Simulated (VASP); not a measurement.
# CuGe16 (a cell with a defect) in VASP: notebook, part 2 of 2

VASP 6.6.1. The steps go on from the part before.

**3. Single point, PBE**

Contents of INCAR:

```
ALGO = Normal
EDIFF = 1E-6
ENCUT = 520
GGA = PE
ISIF = 2
ISMEAR = -1
LASPH = True
LCHARG = True
LELF = True
LREAL = Auto
LVHAR = True
LWAVE = False
NBANDS = 132
NELM = 80
PREC = Accurate
SIGMA = 0.05
```

Contents of KPOINTS:

```
k-points
0
Gamma
  2 2 2
```

Contents of POSCAR:

```
CuGe16
1.0
    0.0000000000      5.6600000000      5.6600000000
    5.6600000000      0.0000000000      5.6600000000
    5.6600000000      5.6600000000      0.0000000000
Ge Cu
16 1
Direct
    0.0998056537     -0.0451590106      0.0141166078
    0.1392932862      0.1776855124      0.1430388693
   -0.0486219081      0.0668904594      0.5022968198
    0.0668992933      0.1965812721      0.6439840989
   -0.1025088339      0.5681978799     -0.0071201413
   -0.0073763251      0.6526766784      0.1697438163
   -0.1340724382      0.5831537102      0.5400265018
    0.0894876325      0.6818727915      0.5668197880
    0.5647791519      0.0425176678      0.0199558304
    0.7663692580      0.1150441696      0.2222703180
    0.4395759717      0.0335865724      0.5254063604
    0.6014929329      0.1807685512      0.6561395760
    0.3722968198      0.4073144876      0.0948586572
    0.5756713781      0.5351236749      0.1292402827
    0.4857950530      0.5441342756      0.4735689046
    0.4696996466      0.6755300353      0.7062720848
    0.4523233216      0.9009452297      0.9002031802
```

Potentials or basis: VASP PAW PBE potentials, release 64 (Ge_d, Cu).

On the command line:

```bash
$ cat potpaw_PBE.64/Ge_d/POTCAR potpaw_PBE.64/Cu/POTCAR > POTCAR
$ mpirun -np 1 vasp_std > vasp.out
```

OUTCAR:

```text
EDIFF = 1E-6
   ENCUT = 520
   GGA = PE
   ISIF = 2
   ISMEAR = -1
   LASPH = True
   LREAL = Auto
   NELM = 80
   PREC = Accurate

 ion  position               nearest neighbor table
   1  0.100  0.955  0.014-  17 2.36  10 2.41   6 2.48   2 2.66   4 2.67
   2  0.139  0.178  0.143-   3 2.40   1 2.66   5 2.74   9 2.79
   3  0.951  0.067  0.502-  12 2.30   2 2.40   4 2.53   8 2.56
   4  0.067  0.197  0.644-  11 2.45   3 2.53   7 2.58   1 2.67
   5  0.897  0.568  0.993-  14 2.34   6 2.36   2 2.74   8 2.81
   6  0.993  0.653  0.170-   5 2.36   7 2.46   1 2.48  13 2.62
   7  0.866  0.583  0.540-   8 2.42   6 2.46   4 2.58  16 2.61
   8  0.089  0.682  0.567-   7 2.42   3 2.56  15 2.61   5 2.81
   9  0.565  0.043  0.020-  17 2.45  12 2.46  13 2.75   2 2.79
  10  0.766  0.115  0.222-   1 2.41  11 2.63  14 2.77
  11  0.440  0.034  0.525-  16 2.42   4 2.45  10 2.63  17 2.67  12 2.88
  12  0.601  0.181  0.656-   3 2.30  15 2.42   9 2.46  17 2.50  11 2.88
  13  0.372  0.407  0.095-  14 2.48   6 2.62  16 2.73   9 2.75
  14  0.576  0.535  0.129-   5 2.34  13 2.48  15 2.51  17 2.54  10 2.77
  15  0.486  0.544  0.474-  12 2.42  16 2.49  14 2.51   8 2.61
  16  0.470  0.676  0.706-  11 2.42  15 2.49   7 2.61  13 2.73  17 2.83
  17  0.452  0.901  0.900-   1 2.36   9 2.45  12 2.50  14 2.54  11 2.67  16 2.83

  LATTYP: Found a face centered cubic cell.
 ALAT       =    11.3200000000

  Lattice vectors:

 A1 = (   0.0000000000,   5.6600000000,   5.6600000000)
 A2 = (   5.6600000000,   0.0000000000,   5.6600000000)
 A3 = (   5.6600000000,   5.6600000000,   0.0000000000)

Analysis of symmetry for initial positions (statically):
=====================================================================
 Subroutine PRICEL returns:
 Original cell was already a primitive cell.

 Routine SETGRP: Setting up the symmetry group for a
 face centered cubic supercell.

[... 153 lines left out ...]
  Fermi-wavevector in a.u.,A,eV,Ry     =   1.416678  2.677132 27.306558  2.006975
  Thomas-Fermi vector in A             =   2.537987
   LORBIT       =      0    0 simple, 1 ext, 2 COOP (PROOUT), +10 PAW based schemes
   GGA     = PE    functional components
   LHFCALC =     F    Hartree Fock is set to
   AEXX    =    0.0000 exact exchange contribution
   IVDW    =     0    specifies the selected vdW correction
   LEPSILON=     F    determine dielectric tensor
   LRPA    =     F    only Hartree local field effects (RPA)
 non-spin polarized calculation
  energy-cutoff  :      520.00
  volume of cell :      362.64
 maximum number of plane-waves:      9841
 NGX is ok and might be reduce to    60
   NGX = 29   NGY = 29   NGZ = 29

 number of electron     235.0000033 magnetization

 Free energy of the ion-electron system (eV)
  ---------------------------------------------------
  ext. energy  EPLUGINS =         0.00000000
  ---------------------------------------------------
  free energy    TOTEN  =       -69.70089800 eV

  energy without entropy =      -69.66199613  energy(sigma->0) =      -69.68144707

 E-fermi :   5.1143     XC(G=0): -10.3246

 val. band max:        5.0718844023   @ k =   0.0000   0.0000   0.5000
 cond. band min:       5.1619013699   @ k =   0.0000   0.0000   0.0000
 fundamental gap:      0.0900169676
 Fermi energy:         5.1142891046

 k-point     1 :       0.0000    0.0000    0.0000
  band No.  band energies     occupation
      1     -19.6772      2.00000
      2     -19.6351      2.00000
      3     -19.6305      2.00000
      4     -19.6124      2.00000
      5     -19.6062      2.00000
      6     -19.5944      2.00000
[... 1045 lines left out ...]
    128       8.6328      0.00000
    129       8.8419      0.00000
 [bands above 129 left out]

------------------------ aborting loop because EDIFF is reached ----------------------------------------

  FORCE on cell =-STRESS in cart. coord.  units (eV):
  Direction    XX          YY          ZZ          XY          YZ          ZX
  --------------------------------------------------------------------------------------
  -------------------------------------------------------------------------------------
  Total       10.2097136      5.4402275     11.1583172      2.3423961      5.2787244     -1.2618674
  in kB       45.1070946     24.0352342     49.2980792     10.3488389     23.3217040     -5.5750019
  external PRESSURE =      39.4801360 kB  Pullay stress =       0.0000000 kB

 VOLUME and BASIS-vectors are now :
 -----------------------------------------------------------------------------
  energy-cutoff  :      520.00
  volume of cell :      362.64
      direct lattice vectors                 reciprocal lattice vectors
     0.000000000  5.660000000  5.660000000    -0.088339223  0.088339223  0.088339223
     5.660000000  0.000000000  5.660000000     0.088339223 -0.088339223  0.088339223
     5.660000000  5.660000000  0.000000000     0.088339223  0.088339223 -0.088339223

 POSITION                                       TOTAL-FORCE (eV/Angst)
 -----------------------------------------------------------------------------------
      5.48430      0.64480      5.96930        -0.744189     -0.770447      0.425571
      1.81530      1.59800      1.79410        -0.280275     -0.490063      1.226178
      3.22160      8.22780      5.76340        -0.992779      1.389988      0.160043
      4.75760      4.02360      1.49130         0.335888     -0.185457     -0.506327
      8.83570     10.69950      8.29580        -2.137743      0.234212      1.288140
      4.65490      6.57900      9.31240         0.164251      0.742947      0.263929
[... 9 lines left out ...]
      7.82100      6.65600      6.48200        -0.330660      1.121598     -0.108681
     10.19450      7.65530      7.65950        -0.409483      0.027848     -0.013758
 -----------------------------------------------------------------------------------
    total drift:                               -0.000667      0.000632     -0.001012

  FREE ENERGIE OF THE ION-ELECTRON SYSTEM (eV)
  ---------------------------------------------------
  free  energy   TOTEN  =       -69.7008979958 eV

  energy  without entropy=      -69.6619961347  energy(sigma->0) =      -69.68144707
```

OSZICAR:

```text
N       E                     dE             d eps       ncg     rms          rms(c)
DAV:   1     0.379544306958E+04    0.37954E+04   -0.96621E+04  2360   0.497E+03
DAV:   2     0.825149221270E+03   -0.29703E+04   -0.28962E+04  2112   0.130E+03
DAV:   3     0.647007007039E+02   -0.76045E+03   -0.74051E+03  2112   0.332E+02
[... 11 lines left out ...]
DAV:  15    -0.697008875881E+02   -0.69140E-04   -0.76164E-04  2400   0.247E-01    0.192E-02
DAV:  16    -0.697008959987E+02   -0.84106E-05   -0.91628E-05  2536   0.178E-01    0.160E-02
DAV:  17    -0.697008958886E+02    0.11012E-06   -0.45570E-05  2584   0.102E-01    0.478E-03
DAV:  18    -0.697008977978E+02   -0.19092E-05   -0.24399E-05  2488   0.608E-02    0.449E-03
DAV:  19    -0.697008979958E+02   -0.19800E-06   -0.56210E-06  1936   0.342E-02
   1 F= -.69700898E+02 E0= -.69681447E+02  d E =-.389019E-01
```

Wall time 33 min (1 thread of Intel Xeon 8259CL, shared host); peak memory 0.61 GiB.

Results:

```yaml
Free_energy: -69.7009 eV
Pressure: 3.9 GPa
Largest_force: 2.507 eV/Å
Band_gap_on_the_k_mesh: zero (an odd number of electrons rules out a gap without spin polarisation)
```

Forces in eV/Å, atoms in the order of the input:
```
Ge  -0.744 -0.770  0.426
Ge  -0.280 -0.490  1.226
Ge  -0.993  1.390  0.160
Ge   0.336 -0.185 -0.506
Ge  -2.138  0.234  1.288
Ge   0.164  0.743  0.264
Ge  -0.061  0.037 -0.798
Ge   1.008  0.691  0.183
Ge   1.425  0.577  0.014
Ge   1.169 -0.668 -0.545
Ge   0.398  0.303  1.047
Ge   0.481 -1.008 -1.059
Ge  -0.536 -0.939 -0.240
Ge   0.454 -0.066 -0.704
Ge   0.057 -0.998 -0.633
Ge  -0.331  1.122 -0.109
Cu  -0.409  0.028 -0.014
```

Stress tensor (GPa, compression positive):
```
 4.51  1.03 -0.56
 1.03  2.40  2.33
-0.56  2.33  4.93
```

Levels at points of the mesh, in eV from the Fermi level:
| k point | band 113 | band 114 | band 115 | band 116 | band 117 | band 118 | band 119 | band 120 | band 121 | band 122 |
| --- | --- | --- | --- | --- | --- | --- | --- | --- | --- | --- |
| (0.00, 0.00, 0.00) | -0.82 | -0.65 | -0.53 | -0.40 | -0.17 | -0.10 | 0.05 | 0.13 | 0.29 | 0.56 |
| (0.50, 0.00, 0.00) | -1.30 | -0.96 | -0.73 | -0.63 | -0.45 | -0.32 | 0.41 | 0.77 | 0.94 | 1.34 |
| (0.00, 0.50, 0.00) | -1.50 | -1.14 | -0.53 | -0.45 | -0.25 | -0.12 | 0.22 | 0.60 | 0.73 | 0.90 |
| (0.00, 0.00, 0.50) | -1.16 | -0.87 | -0.78 | -0.59 | -0.38 | -0.04 | 0.49 | 0.56 | 0.82 | 1.09 |
| (0.50, 0.50, 0.50) | -1.39 | -1.09 | -0.68 | -0.51 | -0.31 | 0.14 | 0.47 | 0.79 | 0.93 | 1.14 |
| (0.50, 0.50, 0.00) | -1.23 | -0.99 | -0.94 | -0.66 | -0.38 | 0.21 | 0.58 | 0.75 | 1.32 | 1.41 |
| (0.00, 0.50, 0.50) | -1.26 | -1.21 | -0.90 | -0.75 | -0.39 | 0.33 | 0.78 | 0.97 | 1.27 | 1.44 |
| (0.50, 0.00, 0.50) | -1.29 | -1.18 | -0.97 | -0.65 | -0.40 | 0.11 | 0.22 | 0.80 | 1.41 | 1.51 |

Caveat: the k points lie up to 0.48 Å⁻¹ apart, too coarse for converged energies and pressures of a metal; the atoms stand as in a frame of molecular dynamics.
